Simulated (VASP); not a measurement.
# Ca8F15 (a cell with a defect) in VASP: a series of runs

Runs on Ca8F15 (a cell with a defect). Level: PBE. Tasks: single point.

Everything below comes from runs of VASP 6.6.1. Logs are shortened: lines on timing, memory, paths and dates and some standing lists are left out, and cuts for length are marked.

## 1. The cell of the first run

The cell holds a defect, 23 atoms: a = 7.726 Å, b = 7.726 Å, c = 7.726 Å, α = 60.00°, β = 60.00°, γ = 60.00°.

## 2. Single point, PBE, collinear spin

File INCAR:

```
SYSTEM = Ca8F15
PREC = Accurate ; ENCUT = 520
EDIFF = 1E-6 ; ISMEAR = 0
SIGMA = 0.02 ; LREAL = .False.
LASPH = .True. ; NELM = 200
ALGO = Normal ; ISIF = 2
LWAVE = .False. ; LCHARG = .False.
ISPIN = 2 ; MAGMOM = 0 0 0 0 0 0 0 0 0 0 0 0 0 0 0 1 0 0 0 0 0 0 0
LORBIT = 11 ; GGA = PE
NBANDS = 114 ; NELECT = 183.0
GGA_COMPAT = .False. ; KPAR = 2
NCORE = 2
```

File KPOINTS:

```
Automatic mesh
0
Gamma
  2 2 2
  0 0 0
```

File POSCAR:

```
Ca8F15
1.0
    0.0000000000      5.4632090000      5.4632090000
    5.4632090000      0.0000000000      5.4632090000
    5.4632090000      5.4632090000      0.0000000000
Ca F
8 15
Direct
   -0.0010713315      0.0032618049     -0.0030000060
    0.0165618166     -0.0052831211      0.4925822971
   -0.0009469774      0.4993973961     -0.0031943815
   -0.0006809901      0.4991296303      0.5010300423
    0.4946723547     -0.0052170038      0.0144356628
    0.4947488669     -0.0052123646      0.4925227091
    0.5031765035      0.4990576811     -0.0028451656
    0.4946049325      0.5166508469      0.4925912129
    0.1245480089      0.1257707430      0.1224343075
    0.3931196626      0.3572941168      0.3909290318
    0.1246887718      0.1257101305      0.6234988800
    0.3929824622      0.3572930960      0.8551337660
    0.1251151192      0.6251550999      0.1230088177
    0.3751706478      0.8752530254      0.3730065858
    0.1246498361      0.6247322045      0.6234528452
    0.3930402134      0.8931698678      0.8550980155
    0.6255931853      0.1257153858      0.1225684120
    0.8571657012      0.3572759933      0.3908797981
    0.8751274455      0.3751997157      0.8730107660
    0.6255478848      0.6247476386      0.1224961406
    0.8573487926      0.8931139890      0.3907911318
    0.6257101419      0.6246722942      0.6235697040
    0.8571392516      0.8931845297      0.8550445268
```

Potentials or basis: VASP PAW PBE potentials, release 64 (Ca_sv, F).

On the command line:

```
> cat potpaw_PBE.64/Ca_sv/POTCAR potpaw_PBE.64/F/POTCAR > POTCAR
> mpirun -np 4 vasp_std > vasp.out
```

OUTCAR:

```text
SYSTEM = Ca8F15
   PREC = Accurate
   ENCUT = 520
   EDIFF = 1E-6
   ISMEAR = 0
   LREAL = .False.
   LASPH = .True.
   NELM = 200
   ISIF = 2
   ISPIN = 2
   LORBIT = 11
   GGA = PE
   NELECT = 183.0

 ion  position               nearest neighbor table
   1  0.999  0.003  0.997-  19 2.35  17 2.36  11 2.36   9 2.36  13 2.39  21 2.49  23 2.49  16 2.49

   2  0.017  0.995  0.493-  14 2.26  23 2.30  18 2.30  21 2.30  15 2.34  11 2.34   9 2.34
   3  0.999  0.499  0.997-  19 2.35  15 2.36  20 2.36   9 2.36  13 2.38  23 2.49  12 2.49  18 2.49

   4  0.999  0.499  0.501-  19 2.35  15 2.36  11 2.36  22 2.36  13 2.38  10 2.49  21 2.49  18 2.49
[... 7 lines left out ...]
  10  0.393  0.357  0.391-   6 2.30   8 2.30   7 2.49   4 2.49
  11  0.125  0.126  0.623-   2 2.34   6 2.34   4 2.36   1 2.36
  12  0.393  0.357  0.855-   5 2.30   8 2.30   3 2.49   7 2.49
  13  0.125  0.625  0.123-   4 2.38   3 2.38   7 2.38   1 2.39
  14  0.375  0.875  0.373-   5 2.26   8 2.26   2 2.26   6 2.26
  15  0.125  0.625  0.623-   8 2.34   2 2.34   3 2.36   4 2.36
  16  0.393  0.893  0.855-   6 2.30   5 2.30   7 2.49   1 2.49
  17  0.626  0.126  0.123-   6 2.34   5 2.34   1 2.36   7 2.36
  18  0.857  0.357  0.391-   8 2.30   2 2.30   3 2.49   4 2.49
  19  0.875  0.375  0.873-   3 2.35   1 2.35   7 2.35   4 2.35
  20  0.626  0.625  0.122-   5 2.34   8 2.34   7 2.36   3 2.36
  21  0.857  0.893  0.391-   6 2.30   2 2.30   1 2.49   4 2.49
  22  0.626  0.625  0.624-   8 2.34   6 2.34   7 2.36   4 2.36
  23  0.857  0.893  0.855-   2 2.30   5 2.30   3 2.49   1 2.49

  LATTYP: Found a face centered cubic cell.
 ALAT       =    10.9264180000

  Lattice vectors:

 A1 = (   0.0000000000,   5.4632090000,   5.4632090000)
 A2 = (   5.4632090000,   0.0000000000,   5.4632090000)
 A3 = (   5.4632090000,   5.4632090000,   0.0000000000)

Analysis of symmetry for initial positions (statically):
=====================================================================
 Subroutine PRICEL returns:
 Original cell was already a primitive cell.

 Routine SETGRP: Setting up the symmetry group for a
 face centered cubic supercell.

 Subroutine GETGRP returns: Found  1 space group operations
 (whereof  1 operations were pure point group operations)
 out of a pool of 48 trial point group operations.

The static configuration has the point symmetry C_1 .

Analysis of symmetry for dynamics (positions and initial velocities):
=====================================================================
 Subroutine PRICEL returns:
 Original cell was already a primitive cell.

 Routine SETGRP: Setting up the symmetry group for a
 face centered cubic supercell.

 Subroutine GETGRP returns: Found  1 space group operations
 (whereof  1 operations were pure point group operations)
 out of a pool of 48 trial point group operations.

The dynamic configuration has the point symmetry C_1 .

Analysis of structural, dynamic, and magnetic symmetry:
=====================================================================
 Subroutine PRICEL returns:
 Original cell was already a primitive cell.

 Routine SETGRP: Setting up the symmetry group for a
 face centered cubic supercell.

 Subroutine GETGRP returns: Found  1 space group operations
 (whereof  1 operations were pure point group operations)
 out of a pool of 48 trial point group operations.

The overall configuration has the point symmetry C_1 .

 Subroutine INISYM returns: Found  1 space group operations
 (whereof  1 operations are pure point group operations),
 and found     1 'primitive' translations

----------------------------------------------------------------------------------------

                                     Primitive cell

  volume of cell :     326.1170

  direct lattice vectors                    reciprocal lattice vectors
     0.000000000  5.463209000  5.463209000    -0.091521302  0.091521302  0.091521302
     5.463209000  0.000000000  5.463209000     0.091521302 -0.091521302  0.091521302
     5.463209000  5.463209000  0.000000000     0.091521302  0.091521302 -0.091521302

  length of vectors
     7.726144262  7.726144262  7.726144262     0.158519545  0.158519545  0.158519545

  position of ions in fractional coordinates (direct lattice)
     0.998928668  0.003261805  0.996999994
     0.016561817  0.994716879  0.492582297
     0.999053023  0.499397396  0.996805618
     0.999319010  0.499129630  0.501030042
     0.494672355  0.994782996  0.014435663
     0.494748867  0.994787635  0.492522709
[... 15 lines left out ...]
     0.625710142  0.624672294  0.623569704
     0.857139252  0.893184530  0.855044527

  ion indices of the primitive-cell ions
   primitive index   ion index
                 1           1
                 2           2
                 3           3
                 4           4
                 5           5
                 6           6
[... 15 lines left out ...]
                22          22
                23          23

----------------------------------------------------------------------------------------
[... 30 lines left out ...]
  0.000000  0.000000  0.500000      1.000000
  0.500000  0.500000  0.500000      1.000000
  0.500000  0.500000  0.000000      1.000000
  0.000000  0.500000  0.500000      1.000000
  0.500000  0.000000  0.500000      1.000000
   k-points           NKPTS =      8   k-points in BZ     NKDIM =      8   number of bands    NBANDS=    114
   number of dos      NEDOS =    301   number of ions     NIONS =     23
   total plane-waves  NPLWV = 216000
   dimension x,y,z NGX =    60 NGY =   60 NGZ =   60
   dimension x,y,z NGXF=   120 NGYF=  120 NGZF=  120
   ions per type =               8  15
   NGX,Y,Z   is equivalent  to a cutoff of  12.91, 12.91, 12.91 a.u.
   NGXF,Y,Z  is equivalent  to a cutoff of  25.82, 25.82, 25.82 a.u.
 SYSTEM =  Ca8F15
   PREC   = accura    normal or accurate (medium, high low for compatibility)
   ISTART =      0    job   : 0-new  1-cont  2-samecut
   ICHARG =      2    charge: 1-file 2-atom 10-const
   ISPIN  =      2    spin polarized calculation?
   LNONCOLLINEAR =      F non collinear calculations
   LSORBIT =      F    spin-orbit coupling
   LASPH  =      T    aspherical Exc in radial PAW
   ENCUT  =  520.0 eV  38.22 Ry    6.18 a.u.  14.37 14.37 14.37*2*pi/ulx,y,z
   NELM   =    200;   NELMIN=  2; NELMDL= -5     # of ELM steps
   EDIFF  = 0.1E-05   stopping-criterion for ELM
   LREAL  =      F    real-space projection
   EDIFFG = 0.1E-04   stopping-criterion for IOM
   NSW    =      0    number of steps for IOM
   IBRION =     -1    ionic relax: 0-MD 1-quasi-New 2-CG
   NFREE  =      0    steps in history (QN), initial steepest desc. (CG)
   ISIF   =      2    stress and relaxation
   ISYM   =      2    0-nonsym 1-usesym 2-fastsym
   POTIM  = 0.5000    time-step for ionic-motion
   TEBEG  =    0.0;   TEEND  =   0.0 temperature during run
   PSTRESS=    0.0 pullay stress
   NELECT =     183.0000    total number of electrons
   NUPDOWN=      -1.0000    fix difference up-down
   EMIN   =  10.00;   EMAX   =-10.00  energy-range for DOS
   EFERMI =   0.00;   METHOD = LEGACY
   ISMEAR =     0;   SIGMA  =   0.02  broadening in eV -4-tet -1-fermi 0-gaus
   EFERMI_NEDOS =   21; number of points for ismear=-14 and -15
   IALGO  =     38    algorithm
   IMIX   =      4    mixing-type and parameters
     AMIX     =   0.40;   BMIX     =  1.00
     AMIX_MAG =   1.60;   BMIX_MAG =  1.00
  volume/ion in A,a.u.               =      14.18        95.68
  Fermi-wavevector in a.u.,A,eV,Ry     =   1.350312  2.551719 24.808072  1.823342
  Thomas-Fermi vector in A             =   2.477827
   LORBIT       =     11    0 simple, 1 ext, 2 COOP (PROOUT), +10 PAW based schemes
   GGA     = PE    functional components
   LHFCALC =     F    Hartree Fock is set to
   AEXX    =    0.0000 exact exchange contribution
   IVDW    =     0    specifies the selected vdW correction
   LEPSILON=     F    determine dielectric tensor
   LRPA    =     F    only Hartree local field effects (RPA)
 spin polarized calculation
 Gauss-broadening in eV      SIGMA  =   0.02
  energy-cutoff  :      520.00
  volume of cell :      326.12
 maximum number of plane-waves:      8801
 NGX is ok and might be reduce to    60
   NGX = 29   NGY = 29   NGZ = 29

 number of electron     182.9999941 magnetization       1.0007985

 Free energy of the ion-electron system (eV)
  ---------------------------------------------------
  ext. energy  EPLUGINS =         0.00000000
  ---------------------------------------------------
  free energy    TOTEN  =      -133.93018807 eV

  energy without entropy =     -133.92276362  energy(sigma->0) =     -133.92647584

 E-fermi :  -1.3501     XC(G=0):  -9.3214

 val. band max:       -1.3598950599   @ k =   0.0000   0.5000   0.5000
 cond. band min:      -1.3469480089   @ k =   0.5000   0.0000   0.5000
 fundamental gap:      0.0129470511
 Fermi energy:        -1.3500732775

 spin component 1

 k-point     1 :       0.0000    0.0000    0.0000
  band No.  band energies     occupation
      1     -37.0935      1.00000
      2     -37.0715      1.00000
      3     -37.0712      1.00000
      4     -37.0711      1.00000
      5     -36.9282      1.00000
      6     -36.9029      1.00000
[... 837 lines left out ...]
    102       8.3132      0.00000
    103       8.3263      0.00000
 Fermi energy:        -1.3500732775

 spin component 2

 k-point     1 :       0.0000    0.0000    0.0000
  band No.  band energies     occupation
      1     -37.0949      1.00000
      2     -37.0730      1.00000
      3     -37.0727      1.00000
      4     -37.0725      1.00000
      5     -36.9292      1.00000
      6     -36.9040      1.00000
[... 837 lines left out ...]
    102       8.3178      0.00000
    103       8.3301      0.00000
 [bands above 103 left out]

------------------------ aborting loop because EDIFF is reached ----------------------------------------

  FORCE on cell =-STRESS in cart. coord.  units (eV):
  Direction    XX          YY          ZZ          XY          YZ          ZX
  --------------------------------------------------------------------------------------
  -------------------------------------------------------------------------------------
  Total       -6.4798494     -6.4985250     -6.4837847     -0.0010434     -0.0019553     -0.0003221
  in kB      -31.8347945    -31.9265461    -31.8541282     -0.0051259     -0.0096062     -0.0015823
  external PRESSURE =     -31.8718230 kB  Pullay stress =       0.0000000 kB

 VOLUME and BASIS-vectors are now :
 -----------------------------------------------------------------------------
  energy-cutoff  :      520.00
  volume of cell :      326.12
      direct lattice vectors                 reciprocal lattice vectors
     0.000000000  5.463209000  5.463209000    -0.091521302  0.091521302  0.091521302
     5.463209000  0.000000000  5.463209000     0.091521302 -0.091521302  0.091521302
     5.463209000  5.463209000  0.000000000     0.091521302  0.091521302 -0.091521302

 POSITION                                       TOTAL-FORCE (eV/Angst)
 -----------------------------------------------------------------------------------
      5.46464     10.90418      5.47518        -0.010831      0.013846     -0.008081
      8.12543      2.78156      5.52483         0.006915     -0.011250     -0.008459
      8.17407     10.90379      8.18635         0.010085      0.014133      0.007728
      5.46408      8.19672      8.18634        -0.008629     -0.013255      0.009152
      5.51357      2.78136      8.13721        -0.008063     -0.010518      0.007847
      8.12549      5.39367      8.13765         0.007613      0.009473      0.007614
[... 15 lines left out ...]
      6.81941      6.82508      6.83110        -0.000493      0.008687     -0.000014
      9.55094      9.35402      9.56238        -0.000022      0.013553      0.000455
 -----------------------------------------------------------------------------------
    total drift:                               -0.003780     -0.003882      0.000854

  FREE ENERGIE OF THE ION-ELECTRON SYSTEM (eV)
  ---------------------------------------------------
  free  energy   TOTEN  =      -133.9301880668 eV

  energy  without entropy=     -133.9227636151  energy(sigma->0) =     -133.92647584

 total charge

# of ion       s       p       d       tot
------------------------------------------
    1        2.015   5.859   0.182   8.056
    2        2.022   5.870   0.222   8.114
    3        2.015   5.859   0.182   8.056
    4        2.015   5.859   0.182   8.056
    5        2.022   5.870   0.222   8.114
    6        2.022   5.870   0.222   8.114
[... 15 lines left out ...]
   22        1.736   4.357   0.000   6.093
   23        1.735   4.348   0.000   6.083
--------------------------------------------------
tot         42.171 112.278   1.616 156.065

 magnetization (x)

# of ion       s       p       d       tot
------------------------------------------
    1       -0.000  -0.000  -0.001  -0.002
    2       -0.000   0.000  -0.001  -0.002
    3       -0.000  -0.000  -0.001  -0.002
    4       -0.000  -0.000  -0.001  -0.002
    5       -0.000   0.000  -0.001  -0.002
    6       -0.000   0.000  -0.001  -0.002
[... 15 lines left out ...]
   22        0.000   0.074   0.000   0.074
   23        0.000   0.068   0.000   0.069
--------------------------------------------------
tot          0.003   0.915  -0.010   0.907
```

Run time: 9.8 min. Hardware: 4 MPI ranks of AMD EPYC 7R13 (Zen 3), shared host; peak memory 0.52 GiB.

What came out:

| Property | Result |
| --- | --- |
| Free energy | -133.9302 eV |
| Largest force | 0.019 eV/Å |
| Net moment | 1.00 μB per cell |
| Site moments | Ca -0.00; F +0.07, +0.01, +0.05 (each value once) μB |
| Valence electrons inside the program's atomic spheres | Ca 8.06, 8.11 (each value once); F 6.09, 6.08, 6.10, 6.13 (each value once) |

Forces in eV/Å, atoms in the order of the input:
```
Ca  -0.011  0.014 -0.008
Ca   0.007 -0.011 -0.008
Ca   0.010  0.014  0.008
Ca  -0.009 -0.013  0.009
Ca  -0.008 -0.011  0.008
Ca   0.008  0.009  0.008
Ca   0.010 -0.013 -0.009
Ca  -0.009  0.010 -0.008
F    0.000 -0.008  0.001
F    0.000 -0.013 -0.001
F    0.009 -0.001 -0.001
F    0.012  0.000  0.002
F    0.000 -0.001  0.001
F    0.000  0.000 -0.001
F    0.001  0.000 -0.008
F   -0.001  0.000 -0.013
F   -0.001 -0.001  0.009
F    0.001  0.001  0.013
F    0.000 -0.001  0.000
F   -0.009  0.001  0.001
F   -0.011  0.000 -0.002
F    0.000  0.009  0.000
F    0.000  0.014  0.000
```

Caveat: the k points lie up to 0.50 Å⁻¹ apart; the cell carries a net charge on a neutralising background, which shifts energy and pressure; the cell is charged against a uniform background, so pressure and absolute levels hang on convention.

[end of part 1 of 2]
